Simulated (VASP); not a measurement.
Mo6C: single point with PBE

Slab: Mo6C, a slab with vacuum.

```
Mo C
1.0
     4.46958    0.00000    0.00000
    -2.23479    3.87077    0.00000
     0.00000    0.00000   19.75957
Mo C
6 1
Cartesian
  2.2348 1.2903 4.0000
  0.0000 2.5805 4.9123
  0.0000 0.0000 5.8247
  2.2348 1.2903 6.6566
  0.0000 2.5805 7.4686
  0.0000 0.0000 8.2596
  -0.4966 0.8602 9.7244
```

```yaml
Program: VASP 6.6.1
Task: single point
Functional: PBE
Potentials_or_basis: VASP PAW PBE potentials, release 64 (Mo_sv, C)
Cutoff: 520 eV
k_mesh: 6 × 6 × 1
Occupations: gaussian, width 0.1 eV
Spin: no spin polarisation
```

| Item | Value |
| --- | --- |
| Largest force | 3.221 eV/Å |
| Band gap on the k mesh | zero (band 44 reaches 0.11 eV, above the bottom of band 45 at 0.09 eV) |

Forces on the atoms (eV/Å):
```
Mo   0.075 -0.018  2.096
Mo   0.004  0.042 -0.395
Mo  -0.266  0.195 -3.204
Mo  -0.141 -0.310 -1.008
Mo   0.227 -0.387  0.933
Mo   0.665 -0.697  1.514
C   -0.564  1.173  0.063
```

Levels at points of the mesh, in eV from the Fermi level:
```
           k point  band 40  band 41  band 42  band 43  band 44  band 45  band 46  band 47  band 48  band 49
(0.00, 0.00, 0.00)    -1.38    -1.23    -1.22    -0.91    -0.27     0.05     0.39     1.12     1.15     1.26
(0.50, 0.00, 0.00)    -1.43    -1.10    -0.80    -0.30     0.01     0.21     0.34     0.66     1.27     1.34
(0.00, 0.50, 0.00)    -1.43    -1.18    -0.67    -0.42    -0.11     0.12     0.17     0.55     1.17     1.46
(0.50, 0.50, 0.00)    -1.55    -1.10    -0.51    -0.38    -0.08     0.15     0.30     0.56     1.09     1.32
```

Run time: 7.8 min on 1 thread of Intel(R) Xeon(R) 6975P-C (Granite Rapids), on a shared host, peak memory 0.62 GiB.
